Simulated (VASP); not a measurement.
# BiAs (CsCl type) (Pm-3m) in VASP: further runs

The runs below take BiAs (CsCl type) through single point, relaxation of cell and atoms, with PBE.

All numbers are computed with VASP 6.6.1; they aren't measurements. Logs are shortened: lines on timing, memory, paths and dates and some standing lists are left out, and cuts for length are marked.

## 1. The cell of the first run

It takes space group Pm-3m (No. 221, cubic). Conventional cell: a = 3.694 Å, b = 3.694 Å, c = 3.694 Å, α = 90.00°, β = 90.00°, γ = 90.00°. As (site symmetry m-3m) has 8 Bi at 3.20 Å and 6 As at 3.69 Å within 4.2 Å. Bi (site symmetry m-3m) has 8 As at 3.20 Å and 6 Bi at 3.69 Å within 4.2 Å.

## 2. Single point, PBE

INCAR reads:

```
SYSTEM = BiAs
PREC = Accurate
ENCUT = 520
EDIFF = 1E-6
ISMEAR = -1
SIGMA = 0.05
LREAL = .False.
LASPH = .True.
NELM = 100
ALGO = Normal
ISIF = 2
LWAVE = .False.
LCHARG = .False.
GGA = PE
NBANDS = 17
```

KPOINTS reads:

```
Automatic mesh
0
Gamma
  13 13 13
  0 0 0
```

POSCAR reads:

```
BiAs
1.0
    3.6940488986      0.0000000000      0.0000000000
    0.0000000000      3.6940488986      0.0000000000
    0.0000000000      0.0000000000      3.6940488986
As Bi
1 1
Direct
    0.0000000000      0.0000000000      0.0000000000
    0.5000000000      0.5000000000      0.5000000000
```

Potentials or basis: VASP PAW PBE potentials, release 64 (As, Bi_d).

On the command line:

```sh
$ cat potpaw_PBE.64/As/POTCAR potpaw_PBE.64/Bi_d/POTCAR > POTCAR
$ mpirun -np 1 vasp_std > vasp.out
```

OUTCAR:

```text
SYSTEM = BiAs
   PREC = Accurate
   ENCUT = 520
   EDIFF = 1E-6
   ISMEAR = -1
   LREAL = .False.
   LASPH = .True.
   NELM = 100
   ISIF = 2
   GGA = PE

 ion  position               nearest neighbor table
   1  0.000  0.000  0.000-   2 3.20   2 3.20   2 3.20   2 3.20   2 3.20   2 3.20   2 3.20   2 3.20

   2  0.500  0.500  0.500-   1 3.20   1 3.20   1 3.20   1 3.20   1 3.20   1 3.20   1 3.20   1 3.20

  LATTYP: Found a simple cubic cell.
 ALAT       =     3.6940488986

  Lattice vectors:

 A1 = (   3.6940488986,   0.0000000000,   0.0000000000)
 A2 = (   0.0000000000,   3.6940488986,   0.0000000000)
 A3 = (   0.0000000000,   0.0000000000,   3.6940488986)

Analysis of symmetry for initial positions (statically):
=====================================================================
 Subroutine PRICEL returns:
 Original cell was already a primitive cell.

 Routine SETGRP: Setting up the symmetry group for a
 simple cubic supercell.

 Subroutine GETGRP returns: Found 48 space group operations
 (whereof 48 operations were pure point group operations)
 out of a pool of 48 trial point group operations.

The static configuration has the point symmetry O_h .

Analysis of symmetry for dynamics (positions and initial velocities):
=====================================================================
 Subroutine PRICEL returns:
 Original cell was already a primitive cell.

 Routine SETGRP: Setting up the symmetry group for a
 simple cubic supercell.

 Subroutine GETGRP returns: Found 48 space group operations
 (whereof 48 operations were pure point group operations)
 out of a pool of 48 trial point group operations.

The dynamic configuration has the point symmetry O_h .

 Subroutine INISYM returns: Found 48 space group operations
 (whereof 48 operations are pure point group operations),
 and found     1 'primitive' translations

----------------------------------------------------------------------------------------

                                     Primitive cell

  volume of cell :      50.4090

  direct lattice vectors                    reciprocal lattice vectors
     3.694048899  0.000000000  0.000000000     0.270705675  0.000000000  0.000000000
     0.000000000  3.694048899  0.000000000     0.000000000  0.270705675  0.000000000
     0.000000000  0.000000000  3.694048899     0.000000000  0.000000000  0.270705675

  length of vectors
     3.694048899  3.694048899  3.694048899     0.270705675  0.270705675  0.270705675
[... 79 lines left out ...]
   ENCUT  =  520.0 eV  38.22 Ry    6.18 a.u.   6.87  6.87  6.87*2*pi/ulx,y,z
   NELM   =    100;   NELMIN=  2; NELMDL= -5     # of ELM steps
   EDIFF  = 0.1E-05   stopping-criterion for ELM
   LREAL  =      F    real-space projection
   EDIFFG = 0.1E-04   stopping-criterion for IOM
   NSW    =      0    number of steps for IOM
   IBRION =     -1    ionic relax: 0-MD 1-quasi-New 2-CG
   NFREE  =      0    steps in history (QN), initial steepest desc. (CG)
   ISIF   =      2    stress and relaxation
   ISYM   =      2    0-nonsym 1-usesym 2-fastsym
   POTIM  = 0.5000    time-step for ionic-motion
   TEBEG  =    0.0;   TEEND  =   0.0 temperature during run
   PSTRESS=    0.0 pullay stress
   NELECT =      20.0000    total number of electrons
   NUPDOWN=      -1.0000    fix difference up-down
   EMIN   =  10.00;   EMAX   =-10.00  energy-range for DOS
   EFERMI =   0.00;   METHOD = LEGACY
   ISMEAR =    -1;   SIGMA  =   0.05  broadening in eV -4-tet -1-fermi 0-gaus
   EFERMI_NEDOS =   21; number of points for ismear=-14 and -15
   IALGO  =     38    algorithm
   IMIX   =      4    mixing-type and parameters
     AMIX     =   0.40;   BMIX     =  1.00
     AMIX_MAG =   1.60;   BMIX_MAG =  1.00
  volume/ion in A,a.u.               =      25.20       170.09
  Fermi-wavevector in a.u.,A,eV,Ry     =   1.202954  2.273253 19.688953  1.447097
  Thomas-Fermi vector in A             =   2.338721
   LORBIT       =      0    0 simple, 1 ext, 2 COOP (PROOUT), +10 PAW based schemes
   GGA     = PE    functional components
   LHFCALC =     F    Hartree Fock is set to
   AEXX    =    0.0000 exact exchange contribution
   IVDW    =     0    specifies the selected vdW correction
   LEPSILON=     F    determine dielectric tensor
   LRPA    =     F    only Hartree local field effects (RPA)
 non-spin polarized calculation
  energy-cutoff  :      520.00
  volume of cell :       50.41
 maximum number of plane-waves:      1374
 NGX is ok and might be reduce to    28
   NGX = 13   NGY = 13   NGZ = 13

 number of electron      20.0000006 magnetization

 Free energy of the ion-electron system (eV)
  ---------------------------------------------------
  ext. energy  EPLUGINS =         0.00000000
  ---------------------------------------------------
  free energy    TOTEN  =        -8.06086920 eV

  energy without entropy =       -8.05131685  energy(sigma->0) =       -8.05609302

 E-fermi :   7.1767     XC(G=0): -10.4631

 val. band max:        7.1729920513   @ k =   0.3077   0.3077   0.0000
 cond. band min:       7.2081551576   @ k =   0.4615   0.4615   0.3077
 fundamental gap:      0.0351631063
 Fermi energy:         7.1767358939

 k-point     1 :       0.0000    0.0000    0.0000
  band No.  band energies     occupation
      1     -15.9937      2.00000
      2     -15.9937      2.00000
      3     -15.8985      2.00000
      4     -15.8985      2.00000
      5     -15.8985      2.00000
      6      -6.7557      2.00000
[... 457 lines left out ...]
      4     -15.9131      2.00000
      5     -15.8944      2.00000
      6      -4.3823      2.00000
[... 9 lines left out ...]
     16      15.9161      0.00000
     17      17.4806      0.00000

 [... further k-points ...]

------------------------ aborting loop because EDIFF is reached ----------------------------------------

  FORCE on cell =-STRESS in cart. coord.  units (eV):
  Direction    XX          YY          ZZ          XY          YZ          ZX
  --------------------------------------------------------------------------------------
  -------------------------------------------------------------------------------------
  Total        0.0021698      0.0021698      0.0021698     -0.0000000     -0.0000000      0.0000000
  in kB        0.0689648      0.0689648      0.0689648     -0.0000000     -0.0000000      0.0000000
  external PRESSURE =       0.0689648 kB  Pullay stress =       0.0000000 kB

 VOLUME and BASIS-vectors are now :
 -----------------------------------------------------------------------------
  energy-cutoff  :      520.00
  volume of cell :       50.41
      direct lattice vectors                 reciprocal lattice vectors
     3.694048899  0.000000000  0.000000000     0.270705675  0.000000000  0.000000000
     0.000000000  3.694048899  0.000000000     0.000000000  0.270705675  0.000000000
     0.000000000  0.000000000  3.694048899     0.000000000  0.000000000  0.270705675

 POSITION                                       TOTAL-FORCE (eV/Angst)
 -----------------------------------------------------------------------------------
      0.00000      0.00000      0.00000         0.000000      0.000000      0.000000
      1.84702      1.84702      1.84702         0.000000      0.000000      0.000000
 -----------------------------------------------------------------------------------
    total drift:                                0.000000      0.000000      0.000000

  FREE ENERGIE OF THE ION-ELECTRON SYSTEM (eV)
  ---------------------------------------------------
  free  energy   TOTEN  =        -8.0608691987 eV

  energy  without entropy=       -8.0513168477  energy(sigma->0) =       -8.05609302
```

It took 38 s on 1 thread of Intel Xeon 6975P-C, shared host; peak memory 0.21 GiB.

Results:

```
Free energy            : -8.0609 eV
Pressure               : 0.0 GPa
Band gap on the k mesh : zero (band 10 reaches 8.01 eV, above the bottom of band 11 at 5.16 eV)
```

Levels at points of the mesh, in eV from the Fermi level:
| k point | band 6 | band 7 | band 8 | band 9 | band 10 | band 11 | band 12 | band 13 | band 14 | band 15 |
| --- | --- | --- | --- | --- | --- | --- | --- | --- | --- | --- |
| (0.00, 0.00, 0.00) | -13.93 | -7.58 | -1.87 | -1.87 | -1.87 | 3.89 | 3.89 | 5.53 | 5.53 | 5.53 |

Caveat: spin-orbit coupling is left out, which moves the levels of the heavy elements.

## 3. Single point, PBE (volume scaled by 1.03)

INCAR is that of step 2.

KPOINTS is that of step 2.

POSCAR reads:

```
BiAs
1.0
    3.7306260189      0.0000000000      0.0000000000
    0.0000000000      3.7306260189      0.0000000000
    0.0000000000      0.0000000000      3.7306260189
As Bi
1 1
Direct
    0.0000000000      0.0000000000      0.0000000000
    0.5000000000      0.5000000000      0.5000000000
```

Potentials or basis: VASP PAW PBE potentials, release 64 (As, Bi_d).

On the command line:

```sh
$ cat potpaw_PBE.64/As/POTCAR potpaw_PBE.64/Bi_d/POTCAR > POTCAR
$ mpirun -np 1 vasp_std > vasp.out
```

It took 34 s on 1 thread of Intel Xeon 6975P-C, shared host; peak memory 0.21 GiB.

It converged, with:

* Free energy: -8.0525 eV
* Pressure: -1.8 GPa
* Band gap on the k mesh: zero (band 10 reaches 7.64 eV, above the bottom of band 11 at 4.90 eV)

Levels at points of the mesh, in eV from the Fermi level:
| k point | band 8 | band 9 | band 10 | band 11 | band 12 | band 13 |
| --- | --- | --- | --- | --- | --- | --- |
| (0.00, 0.00, 0.00) | -1.81 | -1.81 | -1.81 | 3.93 | 3.93 | 5.30 |

Caveat: the cell differs from its parent crystal (volume scaled by 1.03); spin-orbit coupling is left out, which moves the levels of the heavy elements.

## 4. Single point, PBE (volume scaled by 1.06)

INCAR is that of step 3.

KPOINTS is that of step 3.

POSCAR reads:

```
BiAs
1.0
    3.7664996236      0.0000000000      0.0000000000
    0.0000000000      3.7664996236      0.0000000000
    0.0000000000      0.0000000000      3.7664996236
As Bi
1 1
Direct
    0.0000000000      0.0000000000      0.0000000000
    0.5000000000      0.5000000000      0.5000000000
```

On the command line:

```sh
$ cat potpaw_PBE.64/As/POTCAR potpaw_PBE.64/Bi_d/POTCAR > POTCAR
$ mpirun -np 1 vasp_std > vasp.out
```

Run time: 43 s. Hardware: 1 thread of Intel Xeon 6975P-C, shared host; peak memory 0.21 GiB.

It converged, with:

```yaml
Free_energy: -8.0281 eV
Pressure: -3.4 GPa
Band_gap_on_the_k_mesh: zero (band 10 reaches 7.29 eV, above the bottom of band 11 at 4.65 eV)
```

Levels at points of the mesh, in eV from the Fermi level:
```tsv
k point	band 8	band 9	band 10	band 11	band 12	band 13
(0.00, 0.00, 0.00)	-1.75	-1.75	-1.75	3.97	3.97	5.09
```

Caveat: the cell differs from its parent crystal (volume scaled by 1.06); spin-orbit coupling is left out, which moves the levels of the heavy elements.

## 5. Relaxation of cell and atoms, PBE

This run uses another cell than the first one, of 17.04 Å³/atom, 0.676 times its volume.

INCAR reads:

```
SYSTEM = BiAs
ALGO     = Normal         ! electronic algorithm
EDIFF    = 1E-6           ! SCF threshold, eV
EDIFFG   = -0.005         ! ionic threshold
ENCUT    = 600            ! plane-wave cutoff, eV
GGA      = PE             ! functional
IBRION   = 2              ! ionic algorithm
ISIF     = 3              ! what is computed and relaxed
ISMEAR   = -1             ! smearing method
LASPH    = .TRUE.         ! aspherical terms in the spheres
LCHARG   = .FALSE.        ! write CHGCAR
LREAL    = .FALSE.        ! projectors in reciprocal space
LWAVE    = .FALSE.        ! write WAVECAR
NELM     = 80             ! most SCF steps
NSW      = 100            ! ionic steps
PREC     = Accurate       ! precision mode
SIGMA    = 0.05           ! smearing width, eV
```

KPOINTS reads:

```
k-points
0
G
  13 13 13
  0 0 0
```

POSCAR reads:

```
BiAs
1.0
    3.2421526358      0.0000000000      0.0000000000
    0.0000000000      3.2421526358      0.0000000000
    0.0000000000      0.0000000000      3.2421526358
As Bi
1 1
Direct
    0.0000000000      0.0000000000      0.0000000000
    0.5000000000      0.5000000000      0.5000000000
```

On the command line:

```sh
$ cat potpaw_PBE.64/As/POTCAR potpaw_PBE.64/Bi_d/POTCAR > POTCAR
$ mpirun -np 1 vasp_std > vasp.out
```

Run time: 3.4 min. Hardware: 1 thread of Intel Xeon 6975P-C, shared host; peak memory 0.2 GiB.

The run converged. Its results:

```yaml
Free_energy: -8.0562 eV
Relaxed_volume: 25.23 Å³/atom
Relaxed_cell: a = 3.695 Å, b = 3.695 Å, c = 3.695 Å, α = 90.00°, β = 90.00°, γ = 90.00°
Space_group_after_relaxing_to_0.05_Å: Pm-3m (No. 221)
Energy_gained_by_relaxing: 1078.9 meV/atom
Ionic_steps: 23
Pressure_after_relaxing: 0.0 GPa
Band_gap_on_the_k_mesh: zero (band 10 reaches 8.00 eV, above the bottom of band 11 at 5.15 eV)
```

Step by step:
```
step  energy change (eV)  largest force (eV/Å)  pressure (GPa)  volume (Å³)
   1              0.0000                0.0000           60.83        34.08
   2             -0.8308                0.0000          -10.83        76.99
   3             -2.1550                0.0000           -1.09        51.29
   4             -2.1574                0.0000           -0.43        50.78
   5             -2.1579                0.0000            0.06        50.40
   6             -2.1579                0.0000            0.06        50.40
   7             -2.1579                0.0000            0.06        50.41
   8             -2.1579                0.0000            0.06        50.41
   9             -2.1579                0.0000            0.06        50.41
  10             -2.1579                0.0000            0.06        50.41
  11             -2.1579                0.0000            0.06        50.41
  12             -2.1579                0.0000            0.06        50.41
  13             -2.1579                0.0000            0.06        50.41
  14             -2.1579                0.0000            0.06        50.41
  15             -2.1579                0.0000            0.06        50.41
  16             -2.1579                0.0000            0.06        50.41
  17             -2.1579                0.0000            0.06        50.41
  18             -2.1579                0.0000            0.06        50.41
  19             -2.1579                0.0000            0.07        50.41
  20             -2.1579                0.0000            0.08        50.41
  21             -2.1579                0.0000            0.05        50.42
  22             -2.1579                0.0000            0.04        50.43
  23             -2.1579                0.0000            0.02        50.46
```

Final structure:
```yaml
crystal:
  lattice:
    - [3.69528, 0.00000, 0.00000]
    - [0.00000, 3.69528, 0.00000]
    - [0.00000, 0.00000, 3.69528]
  atoms:
    - { symbol: As, position: [0.00000, 0.00000, 0.00000] }
    - { symbol: Bi, position: [0.50000, 0.50000, 0.50000] }
```

Levels at points of the mesh, in eV from the Fermi level:
| k point | band 7 | band 8 | band 9 | band 10 | band 11 | band 12 | band 13 | band 14 |
| --- | --- | --- | --- | --- | --- | --- | --- | --- |
| (0.00, 0.00, 0.00) | -7.58 | -1.87 | -1.87 | -1.87 | 3.89 | 3.89 | 5.52 | 5.52 |

Caveat: the volume moved by over 15 % at a fixed basis, so the end points are rough; spin-orbit coupling is left out, which moves the levels of the heavy elements.

## 6. Summary

| task | cell | cutoff (eV) | gap on the mesh (eV) | pressure (GPa) |
| --- | --- | --- | --- | --- |
| single point | a = 3.694 Å, 2 atoms | 520 | none | 0.0 |
| single point | a = 3.731 Å, 2 atoms | 520 | none | -1.8 |
| single point | a = 3.766 Å, 2 atoms | 520 | none | -3.4 |
| relaxation of cell and atoms | relaxed from a = 3.242 Å, 2 atoms | 600 | none | 0.0 |

Alike in all rows: level PBE; potentials or basis VASP PAW PBE potentials, release 64 (As, Bi_d); no spin polarisation; k mesh 13 × 13 × 13; smearing fermi-dirac 0.05 eV.

Caveats: spin-orbit coupling is left out, which moves the levels of the heavy elements; the volume moved by over 15 % at a fixed basis, so the end points are rough (some runs).

Absolute energies hang on the potentials; compare differences alone.
